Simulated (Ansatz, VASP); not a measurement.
**Na2S in VASP and in Ansatz**

```
Na S
1.0
     0.00000    3.25062    3.25062
     3.25062    0.00000    3.25062
     3.25062    3.25062    0.00000
Na S
2 1
Cartesian
  1.6253 1.6253 1.6253
  4.8759 4.8759 4.8759
  0.0000 0.0000 0.0000
```

Alike in both runs: functional PBEsol; k mesh 12 × 12 × 12; occupations fermi-dirac, width 0.1 eV; no spin polarisation.

Ansatz relaxed the structure, and its values are those at the end. VASP's run is a single point on that final structure, the one shown.

|  | VASP | Ansatz |
| --- | --- | --- |
| version | VASP 6.6.1 | Ansatz 0.2.0 |
| potentials or method | VASP PAW PBE potentials, release 64 (Na_pv, S) | PAW with Ansatz's default frozen-core files, scalar-relativistic |
| plane-wave cutoff (eV) | 500 | 420 |
| valence electrons in the cell | 20 | 24 |

```csv
,VASP,Ansatz,Ansatz less VASP
pressure (GPa),0.1,0.0,-0.06
```

VASP's potentials were made for PBE, not for PBEsol. The functional is the same, so the differences come from potentials, cutoffs and numerics. VASP's potentials hold 20 valence electrons a cell and Ansatz's 24, so a difference there can come from the potentials and not from the codes.
